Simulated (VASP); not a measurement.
Here is a VASP 6.6.1 calculation.

The input INCAR:

```
SYSTEM = HfN
PREC = Accurate ; ENCUT = 520
EDIFF = 1E-6 ; ISMEAR = 0
SIGMA = 0.15 ; LREAL = .FALSE.
LASPH = .TRUE. ; NELM = 80
ALGO = Normal ; ISIF = 2
LWAVE = .FALSE. ; LCHARG = .FALSE.
GGA = PE ; NBANDS = 14
```

KPOINTS

```
Automatic mesh
0
G
  16 16 16
  0 0 0
```

File POSCAR:

```
HfN
1.0
    0.0000000000      2.3267939086      2.2738140414
    2.2738140414      0.0000000000      2.2738140414
    2.2738140414      2.3267939086      0.0000000000
Hf N
1 1
Direct
    0.0013390996     -0.0013390996      0.0013390996
    0.4829361596      0.5170638404      0.4829361596
```

Potentials or basis: VASP PAW PBE potentials, release 64 (Hf_pv, N).

The run is started by

```sh
$ cat potpaw_PBE.64/Hf_pv/POTCAR potpaw_PBE.64/N/POTCAR > POTCAR
$ mpirun -np 1 vasp_std > vasp.out
```

Question: Estimate the pressure.

Answer: -7.0 GPa.

Question: Estimate the largest force.

Answer: 0.703 eV/Å.

Forces on the atoms (eV/Å):
```
Hf   0.000 -0.703  0.000
N    0.000  0.703  0.000
```

Caveat: the cell differs from its parent crystal (mode 5 frozen in at -0.078 Å, normal strain along y +0.0233).
